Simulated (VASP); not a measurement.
Pb: single point with LDA

Pb:

```
CELL_PARAMETERS angstrom
0.00000 2.52356 2.52356
2.52356 0.00000 2.52356
2.52356 2.52356 0.00000
ATOMIC_POSITIONS crystal
Pb 0.00000 0.00000 0.00000
```

| Item | Value |
| --- | --- |
| Program | VASP 6.6.1 |
| Task | single point |
| Functional | LDA |
| Potentials or basis | VASP PAW LDA potentials, release 64 (Pb_d) |
| Cutoff | 520 eV |
| k mesh | 9 × 9 × 9 |
| Occupations | fermi-dirac, width 0.05 eV |
| Spin | no spin polarisation |
| Dipole correction | no |
| Further INCAR settings | ALGO = Normal; EDIFF = 1e-06; NBANDS = 13 |

```yaml
Pressure: -4.2 GPa
Band_gap_on_the_k_mesh: zero (band 7 reaches 13.26 eV, above the bottom of band 8 at 4.94 eV)
```

Levels at points of the mesh, in eV from the Fermi level:
```csv
k point,band 4,band 5,band 6,band 7,band 8,band 9,band 10,band 11
"(0.00, 0.00, 0.00)",-16.72,-16.72,-11.25,7.03,7.03,7.03,9.92,10.86
```

Wall time 12 s on 1 thread of AMD EPYC 7R13 (shared host), peak memory 0.11 GiB.

Caveat: spin-orbit coupling is left out, which moves the levels of the heavy elements.
